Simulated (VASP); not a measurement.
# InSb (I-4m2) in VASP: further runs

InSb is run at these levels: PBE; tasks: relaxation of the atoms.

Everything below comes from runs of VASP 6.6.1. Logs are shortened: lines on timing, memory, paths and dates and some standing lists are left out, and cuts for length are marked.

**1. The cell of the first run**

Symmetry: I-4m2, No. 119, tetragonal system. Conventional cell: a = 4.581 Å, b = 4.581 Å, c = 6.543 Å, α = 90.00°, β = 90.00°, γ = 90.00°. Within 3.7 Å of In (site symmetry -4m2) lie 4 Sb at 2.81 Å. Sb (site symmetry -4m2) has 4 In at 2.81 Å within 3.7 Å.

**2. Relaxation of the atoms, PBE (z stretched by +1 %)**

INCAR reads:

```
SYSTEM = InSb
PREC = Accurate
ENCUT = 520
EDIFF = 1E-6
ISMEAR = -1
SIGMA = 0.05
LREAL = .FALSE.
LASPH = .TRUE.
NELM = 100
ALGO = Normal
ISIF = 2
LWAVE = .FALSE.
LCHARG = .FALSE.
GGA = PE
IBRION = 2
NSW = 80
EDIFFG = -0.02
```

KPOINTS reads:

```
regular mesh
0
G
  12 12 12
  0 0 0
```

POSCAR reads:

```
InSb
1.0
    0.0000000000      3.2391000000      3.2714910000
    3.2391000000      0.0000000000      3.2714910000
    3.2391000000      3.2391000000      0.0000000000
In Sb
1 1
Direct
    0.0000000000      0.0000000000      0.0000000000
    0.7500000000      0.7500000000      0.7500000000
```

Potentials or basis: VASP PAW PBE potentials, release 64 (In_d, Sb).

Command:

```console
> cat potpaw_PBE.64/In_d/POTCAR potpaw_PBE.64/Sb/POTCAR > POTCAR
> mpirun -np 1 vasp_std > vasp.out
```

OUTCAR:

```text
SYSTEM = InSb
   PREC = Accurate
   ENCUT = 520
   EDIFF = 1E-6
   ISMEAR = -1
   LREAL = .FALSE.
   LASPH = .TRUE.
   NELM = 100
   ISIF = 2
   GGA = PE
   IBRION = 2
   NSW = 80
   EDIFFG = -0.02

 ion  position               nearest neighbor table
   1  0.000  0.000  0.000-   2 2.81   2 2.81   2 2.81   2 2.81
   2  0.750  0.750  0.750-   1 2.81   1 2.81   1 2.81   1 2.81

  LATTYP: Found a body centered tetragonal cell.
 ALAT       =     4.5807791499
 C/A-ratio  =     1.4283556980

  Lattice vectors:

 A1 = (  -3.2391000000,   0.0000000000,   3.2714910000)
 A2 = (   3.2391000000,   0.0000000000,   3.2714910000)
 A3 = (   0.0000000000,   3.2391000000,  -3.2714910000)

Analysis of symmetry for initial positions (statically):
=====================================================================
 Subroutine PRICEL returns:
 Original cell was already a primitive cell.

 Routine SETGRP: Setting up the symmetry group for a
 body centered tetragonal supercell.

 Subroutine GETGRP returns: Found  8 space group operations
 (whereof  8 operations were pure point group operations)
 out of a pool of 16 trial point group operations.

The static configuration has the point symmetry D_2d.

Analysis of symmetry for dynamics (positions and initial velocities):
=====================================================================
 Subroutine PRICEL returns:
 Original cell was already a primitive cell.

 Routine SETGRP: Setting up the symmetry group for a
 body centered tetragonal supercell.

 Subroutine GETGRP returns: Found  8 space group operations
 (whereof  8 operations were pure point group operations)
 out of a pool of 16 trial point group operations.

The dynamic configuration has the point symmetry D_2d.

 Subroutine INISYM returns: Found  8 space group operations
 (whereof  8 operations are pure point group operations),
 and found     1 'primitive' translations

----------------------------------------------------------------------------------------

                                     Primitive cell

  volume of cell :      68.6475

  direct lattice vectors                    reciprocal lattice vectors
     0.000000000  3.239100000  3.271491000    -0.154363867  0.154363867  0.152835511
     3.239100000  0.000000000  3.271491000     0.154363867 -0.154363867  0.152835511
     3.239100000  3.239100000  0.000000000     0.154363867  0.154363867 -0.152835511

  length of vectors
     4.603740020  4.603740020  4.580779150     0.266486585  0.266486585  0.266486585

  position of ions in fractional coordinates (direct lattice)
     0.000000000  0.000000000  0.000000000
     0.750000000  0.750000000  0.750000000

  ion indices of the primitive-cell ions
   primitive index   ion index
                 1           1
                 2           2

----------------------------------------------------------------------------------------

 KPOINTS: regular mesh

Automatic generation of k-mesh.
 Grid dimensions read from file:
 generate k-points for:   12   12   12

 Generating k-lattice:

  Cartesian coordinates                     Fractional coordinates (reciprocal lattice)
    -0.012863656  0.012863656  0.012736293     0.083333333  0.000000000  0.000000000
     0.012863656 -0.012863656  0.012736293     0.000000000  0.083333333  0.000000000
     0.012863656  0.012863656 -0.012736293     0.000000000  0.000000000  0.083333333

  Length of vectors
     0.022207215  0.022207215  0.022207215

  Shift w.r.t. Gamma in fractional coordinates (k-lattice)
     0.000000000  0.000000000  0.000000000

 Subroutine IBZKPT returns following result:
 ===========================================

 Found    163 irreducible k-points:

 Following reciprocal coordinates:
            Coordinates               Weight
  0.000000  0.000000  0.000000      1.000000
  0.083333 -0.000000  0.000000      8.000000
  0.166667 -0.000000  0.000000      8.000000
  0.250000 -0.000000  0.000000      8.000000
  0.333333 -0.000000  0.000000      8.000000
  0.416667  0.000000  0.000000      8.000000
[... 16 lines left out ...]
  0.500000  0.166667  0.000000      8.000000
 -0.416667  0.166667  0.000000      8.000000
 [... further k-points ...]
   k-points           NKPTS =    163   k-points in BZ     NKDIM =    163   number of bands    NBANDS=     13
   number of dos      NEDOS =    301   number of ions     NIONS =      2
   total plane-waves  NPLWV =  46656
   dimension x,y,z NGX =    36 NGY =   36 NGZ =   36
   dimension x,y,z NGXF=    72 NGYF=   72 NGZF=   72
   ions per type =               1   1
   NGX,Y,Z   is equivalent  to a cutoff of  13.00, 13.00, 13.07 a.u.
   NGXF,Y,Z  is equivalent  to a cutoff of  26.00, 26.00, 26.13 a.u.
 SYSTEM =  InSb
   PREC   = accura    normal or accurate (medium, high low for compatibility)
   ISTART =      0    job   : 0-new  1-cont  2-samecut
   ICHARG =      2    charge: 1-file 2-atom 10-const
   ISPIN  =      1    spin polarized calculation?
   LNONCOLLINEAR =      F non collinear calculations
   LSORBIT =      F    spin-orbit coupling
   LASPH  =      T    aspherical Exc in radial PAW
   ENCUT  =  520.0 eV  38.22 Ry    6.18 a.u.   8.56  8.56  8.52*2*pi/ulx,y,z
   NELM   =    100;   NELMIN=  2; NELMDL= -5     # of ELM steps
   EDIFF  = 0.1E-05   stopping-criterion for ELM
   LREAL  =      F    real-space projection
   EDIFFG = -.2E-01   stopping-criterion for IOM
   NSW    =     80    number of steps for IOM
   IBRION =      2    ionic relax: 0-MD 1-quasi-New 2-CG
   NFREE  =      1    steps in history (QN), initial steepest desc. (CG)
   ISIF   =      2    stress and relaxation
   ISYM   =      2    0-nonsym 1-usesym 2-fastsym
   POTIM  = 0.5000    time-step for ionic-motion
   TEBEG  =    0.0;   TEEND  =   0.0 temperature during run
   PSTRESS=    0.0 pullay stress
   NELECT =      18.0000    total number of electrons
   NUPDOWN=      -1.0000    fix difference up-down
   EMIN   =  10.00;   EMAX   =-10.00  energy-range for DOS
   EFERMI =   0.00;   METHOD = LEGACY
   ISMEAR =    -1;   SIGMA  =   0.05  broadening in eV -4-tet -1-fermi 0-gaus
   EFERMI_NEDOS =   21; number of points for ismear=-14 and -15
   IALGO  =     38    algorithm
   IMIX   =      4    mixing-type and parameters
     AMIX     =   0.40;   BMIX     =  1.00
     AMIX_MAG =   1.60;   BMIX_MAG =  1.00
  volume/ion in A,a.u.               =      34.32       231.63
  Fermi-wavevector in a.u.,A,eV,Ry     =   1.047830  1.980112 14.938487  1.097948
  Thomas-Fermi vector in A             =   2.182727
   LORBIT       =      0    0 simple, 1 ext, 2 COOP (PROOUT), +10 PAW based schemes
   GGA     = PE    functional components
   LHFCALC =     F    Hartree Fock is set to
   AEXX    =    0.0000 exact exchange contribution
   IVDW    =     0    specifies the selected vdW correction
   LEPSILON=     F    determine dielectric tensor
   LRPA    =     F    only Hartree local field effects (RPA)
 conjugate gradient relaxation of ions
 non-spin polarized calculation
  energy-cutoff  :      520.00
  volume of cell :       68.65
 maximum number of plane-waves:      1869
 NGX is ok and might be reduce to    36
   NGX = 17   NGY = 17   NGZ = 17

 number of electron      17.9999993 magnetization

 Free energy of the ion-electron system (eV)
  ---------------------------------------------------
  ext. energy  EPLUGINS =         0.00000000
  ---------------------------------------------------
  free energy    TOTEN  =        -6.91882232 eV

  energy without entropy =       -6.91858447  energy(sigma->0) =       -6.91870339

 E-fermi :   5.0989     XC(G=0):  -8.6451

 val. band max:        5.0206960220   @ k =   0.0000   0.0000   0.0000
 cond. band min:       5.5244998025   @ k =   0.5000  -0.0000   0.0000
 fundamental gap:      0.5038037806
 Fermi energy:         5.0988843057

 k-point     1 :       0.0000    0.0000    0.0000
  band No.  band energies     occupation
      1      -9.5822      2.00000
      2      -9.5801      2.00000
      3      -9.5801      2.00000
      4      -9.4990      2.00000
      5      -9.4976      2.00000
      6      -5.6528      2.00000
      7       4.7592      1.99776
      8       4.9707      1.85701
      9       5.0207      1.65379
     10       5.0207      1.65379
     11       7.9589      0.00000
     12       7.9589      0.00000
     13       7.9812      0.00000

 k-point     2 :       0.0833   -0.0000    0.0000
  band No.  band energies     occupation
      1      -9.5841      2.00000
      2      -9.5798      2.00000
      3      -9.5787      2.00000
      4      -9.4992      2.00000
      5      -9.4977      2.00000
      6      -5.5903      2.00000
      7       3.7398      2.00000
      8       4.8876      1.97120
      9       4.9236      1.94168
     10       5.7155      0.00001
     11       8.0824      0.00000
     12       8.0969      0.00000
     13       8.1254      0.00000

 k-point     3 :       0.1667   -0.0000    0.0000
  band No.  band energies     occupation
      1      -9.5924      2.00000
      2      -9.5762      2.00000
      3      -9.5749      2.00000
      4      -9.4994      2.00000
      5      -9.4978      2.00000
      6      -5.4075      2.00000
      7       2.5429      2.00000
      8       4.6530      1.99973
      9       4.6957      1.99937
     10       5.9610      0.00000
     11       8.4115      0.00000
     12       8.4140      0.00000
     13       8.7107      0.00000

 k-point     4 :       0.2500   -0.0000    0.0000
  band No.  band energies     occupation
      1      -9.6038      2.00000
      2      -9.5714      2.00000
      3      -9.5701      2.00000
      4      -9.4994      2.00000
      5      -9.4975      2.00000
      6      -5.1218      2.00000
      7       1.4033      2.00000
      8       4.3909      2.00000
      9       4.4415      2.00000
     10       5.8508      0.00000
     11       8.6875      0.00000
     12       8.7009      0.00000
     13       9.7120      0.00000

 k-point     5 :       0.3333   -0.0000    0.0000
  band No.  band energies     occupation
      1      -9.6151      2.00000
      2      -9.5670      2.00000
      3      -9.5658      2.00000
      4      -9.4989      2.00000
      5      -9.4968      2.00000
      6      -4.7736      2.00000
      7       0.4178      2.00000
      8       4.1713      2.00000
      9       4.2290      2.00000
     10       5.6843      0.00002
     11       8.8002      0.00000
     12       8.8334      0.00000
     13      10.7841      0.00000
[... 257 lines left out ...]
 k-point    22 :       0.4167    0.1667    0.0000
  band No.  band energies     occupation
      1      -9.6281      2.00000
      2      -9.5600      2.00000
      3      -9.5567      2.00000
      4      -9.5025      2.00000
      5      -9.4957      2.00000
      6      -4.4729      2.00000
      7       0.0783      2.00000
      8       3.0685      2.00000
      9       3.6257      2.00000
     10       6.8157      0.00000
     11       8.3811      0.00000
     12       9.8775      0.00000
     13       9.9184      0.00000

 k-point    23 :       0.5000    0.1667    0.0000
  band No.  band energies     occupation
      1      -9.6319      2.00000
      2      -9.5590      2.00000
      3      -9.5555      2.00000
      4      -9.5006      2.00000
      5      -9.4966      2.00000
      6      -4.2049      2.00000
      7      -0.4332      2.00000
      8       2.7927      2.00000
      9       3.6490      2.00000
     10       6.7460      0.00000
     11       8.5737      0.00000
     12       9.7150      0.00000
     13      10.7202      0.00000

 k-point    24 :      -0.4167    0.1667    0.0000
  band No.  band energies     occupation
      1      -9.6315      2.00000
      2      -9.5592      2.00000
      3      -9.5564      2.00000
      4      -9.4985      2.00000
      5      -9.4984      2.00000
      6      -4.1595      2.00000
      7      -0.5078      2.00000
      8       2.6448      2.00000
      9       3.7813      2.00000
     10       6.7393      0.00000
     11       8.6908      0.00000
     12       9.5174      0.00000
     13      11.3752      0.00000

 [... further k-points ...]

------------------------ aborting loop because EDIFF is reached ----------------------------------------

  FORCE on cell =-STRESS in cart. coord.  units (eV):
  Direction    XX          YY          ZZ          XY          YZ          ZX
  --------------------------------------------------------------------------------------
  -------------------------------------------------------------------------------------
  Total        1.1580518      1.1580518      1.0458619      0.0000000      0.0000000      0.0000000
  in kB       27.0280134     27.0280134     24.4095894      0.0000000      0.0000000      0.0000000
  external PRESSURE =      26.1552054 kB  Pullay stress =       0.0000000 kB

 VOLUME and BASIS-vectors are now :
 -----------------------------------------------------------------------------
  energy-cutoff  :      520.00
  volume of cell :       68.65
      direct lattice vectors                 reciprocal lattice vectors
     0.000000000  3.239100000  3.271491000    -0.154363867  0.154363867  0.152835511
     3.239100000  0.000000000  3.271491000     0.154363867 -0.154363867  0.152835511
     3.239100000  3.239100000  0.000000000     0.154363867  0.154363867 -0.152835511

 POSITION                                       TOTAL-FORCE (eV/Angst)
 -----------------------------------------------------------------------------------
      0.00000      0.00000      0.00000         0.000000      0.000000      0.000000
      4.85865      4.85865      4.90724        -0.000000     -0.000000     -0.000000
 -----------------------------------------------------------------------------------
    total drift:                               -0.000000     -0.000000      0.000000

  FREE ENERGIE OF THE ION-ELECTRON SYSTEM (eV)
  ---------------------------------------------------
  free  energy   TOTEN  =        -6.9188223192 eV

  energy  without entropy=       -6.9185844699  energy(sigma->0) =       -6.91870339

 reached required accuracy - stopping structural energy minimisation
```

Wall time 3.7 min (1 thread of Oxide Virtual Turin-like, shared host); peak memory 0.29 GiB.

Results:

- Free energy: -6.9188 eV
- Pressure after relaxing: 2.6 GPa
- Band gap on the k mesh: zero (filled and empty bands touch)

Stress tensor (GPa, compression positive):
```
2.70 0.00 0.00
0.00 2.70 0.00
0.00 0.00 2.44
```

Final structure:
```cif
data_structure
_symmetry_space_group_name_H-M 'P 1'
_symmetry_Int_Tables_number 1
_cell_length_a 4.6037
_cell_length_b 4.6037
_cell_length_c 4.5808
_cell_angle_alpha 60.165
_cell_angle_beta 60.165
_cell_angle_gamma 59.670
_cell_volume 68.65
loop_
_atom_site_label
_atom_site_type_symbol
_atom_site_fract_x
_atom_site_fract_y
_atom_site_fract_z
_atom_site_occupancy
In1 In 0.00000 0.00000 0.00000 1
Sb1 Sb 0.75000 0.75000 0.75000 1
```

Caveat: the cell differs from its parent crystal (z stretched by +1 %); semilocal functionals underestimate gaps, and a narrow one can read as zero; spin-orbit coupling is left out, which moves the levels of the heavy elements.

**3. Relaxation of the atoms, PBE (z stretched by +2 %)**

INCAR: that of step 2 with these lines changed.

```diff
@@ -3,3 +3,3 @@
 ENCUT = 520
-EDIFF = 1E-6
+EDIFF = 1E-7
 ISMEAR = -1
@@ -8,3 +8,3 @@
 LASPH = .TRUE.
-NELM = 100
+NELM = 80
 ALGO = Normal
```

KPOINTS is that of step 2.

POSCAR reads:

```
InSb
1.0
    0.0000000000      3.2391000000      3.3038820000
    3.2391000000      0.0000000000      3.3038820000
    3.2391000000      3.2391000000      0.0000000000
In Sb
1 1
Direct
    0.0000000000      0.0000000000      0.0000000000
    0.7500000000      0.7500000000      0.7500000000
```

Potentials or basis: VASP PAW PBE potentials, release 64 (In_d, Sb).

Command:

```console
> cat potpaw_PBE.64/In_d/POTCAR potpaw_PBE.64/Sb/POTCAR > POTCAR
> mpirun -np 1 vasp_std > vasp.out
```

OUTCAR:

```text
SYSTEM = InSb
   PREC = Accurate
   ENCUT = 520
   EDIFF = 1E-7
   ISMEAR = -1
   LREAL = .FALSE.
   LASPH = .TRUE.
   NELM = 80
   ISIF = 2
   GGA = PE
   IBRION = 2
   NSW = 80
   EDIFFG = -0.02

 ion  position               nearest neighbor table
   1  0.000  0.000  0.000-   2 2.82   2 2.82   2 2.82   2 2.82
   2  0.750  0.750  0.750-   1 2.82   1 2.82   1 2.82   1 2.82

  LATTYP: Found a body centered tetragonal cell.
 ALAT       =     4.5807791499
 C/A-ratio  =     1.4424978336

[... 574 lines left out ...]

  FORCE on cell =-STRESS in cart. coord.  units (eV):
  Direction    XX          YY          ZZ          XY          YZ          ZX
  --------------------------------------------------------------------------------------
  -------------------------------------------------------------------------------------
  Total        1.0044618      1.0044618      0.7729096      0.0000000      0.0000000      0.0000000
  in kB       23.2135071     23.2135071     17.8622460      0.0000000      0.0000000      0.0000000
  external PRESSURE =      21.4297534 kB  Pullay stress =       0.0000000 kB

 VOLUME and BASIS-vectors are now :
 -----------------------------------------------------------------------------
  energy-cutoff  :      520.00
  volume of cell :       69.33
      direct lattice vectors                 reciprocal lattice vectors
     0.000000000  3.239100000  3.303882000    -0.154363867  0.154363867  0.151337124
     3.239100000  0.000000000  3.303882000     0.154363867 -0.154363867  0.151337124
     3.239100000  3.239100000  0.000000000     0.154363867  0.154363867 -0.151337124

 POSITION                                       TOTAL-FORCE (eV/Angst)
 -----------------------------------------------------------------------------------
      0.00000      0.00000      0.00000        -0.000000     -0.000000     -0.000000
      4.85865      4.85865      4.95582         0.000000      0.000000      0.000000
 -----------------------------------------------------------------------------------
    total drift:                               -0.000000     -0.000000      0.000000

  FREE ENERGIE OF THE ION-ELECTRON SYSTEM (eV)
  ---------------------------------------------------
  free  energy   TOTEN  =        -6.9278863062 eV

  energy  without entropy=       -6.9276554148  energy(sigma->0) =       -6.92777086

 reached required accuracy - stopping structural energy minimisation
```

OSZICAR:

```text
N       E                     dE             d eps       ncg     rms          rms(c)
DAV:   1     0.110763983259E+03    0.11076E+03   -0.80340E+03  4238   0.137E+03
DAV:   2     0.519603599392E+00   -0.11024E+03   -0.10771E+03  4483   0.308E+02
DAV:   3    -0.682958817569E+01   -0.73492E+01   -0.72988E+01  5528   0.866E+01
DAV:   4    -0.702455268587E+01   -0.19496E+00   -0.19487E+00  4998   0.167E+01
DAV:   5    -0.703410890770E+01   -0.95562E-02   -0.95560E-02  6216   0.307E+00    0.405E+00
DAV:   6    -0.693886929100E+01    0.95240E-01   -0.17840E-01  5644   0.720E+00    0.235E+00
DAV:   7    -0.692618441403E+01    0.12685E-01   -0.74620E-02  5514   0.296E+00    0.631E-01
DAV:   8    -0.692716820001E+01   -0.98379E-03   -0.79181E-03  5435   0.122E+00    0.258E-01
DAV:   9    -0.692776774792E+01   -0.59955E-03   -0.89115E-04  4776   0.307E-01    0.738E-02
DAV:  10    -0.692784278284E+01   -0.75035E-04   -0.60357E-05  5318   0.567E-02    0.320E-02
DAV:  11    -0.692788493844E+01   -0.42156E-04   -0.70692E-05  4488   0.580E-02    0.176E-02
DAV:  12    -0.692788611502E+01   -0.11766E-05   -0.97097E-07  5435   0.757E-03    0.444E-03
DAV:  13    -0.692788636943E+01   -0.25441E-06   -0.15506E-06  4433   0.824E-03    0.234E-03
DAV:  14    -0.692788630616E+01    0.63264E-07   -0.26850E-08  4109   0.201E-03
   1 F= -.69278863E+01 E0= -.69277709E+01  d E =-.692789E+01
```

CONTCAR:

```text
InSb
   1.00000000000000
     0.0000000000000000    3.2391000000000001    3.3038820000000002
     3.2391000000000001    0.0000000000000000    3.3038820000000002
     3.2391000000000001    3.2391000000000001    0.0000000000000000
  In              Sb
     1     1
Direct
     0.0000000000000000    0.0000000000000000    0.0000000000000000
     0.7500000000000000    0.7500000000000000    0.7500000000000000

  0.00000000E+00  0.00000000E+00  0.00000000E+00
  0.00000000E+00  0.00000000E+00  0.00000000E+00
```

Run time: 5.8 min. Hardware: 1 thread of Oxide Virtual Turin-like, shared host; peak memory 0.29 GiB.

Results:

- Free energy: -6.9279 eV
- Pressure after relaxing: 2.1 GPa
- Band gap on the k mesh: zero (filled and empty bands touch)

Final structure:
```xyz
2
Lattice="0.0000 3.2391 3.3039 3.2391 0.0000 3.3039 3.2391 3.2391 0.0000" Properties=species:S:1:pos:R:3 pbc="T T T"
In    0.0000    0.0000    0.0000
Sb    4.8586    4.8586    4.9558
```

Caveat: the cell differs from its parent crystal (z stretched by +2 %); semilocal functionals underestimate gaps, and a narrow one can read as zero; spin-orbit coupling is left out, which moves the levels of the heavy elements.

The gap in the log of VASP goes by the Fermi energy; the results here count the filled bands.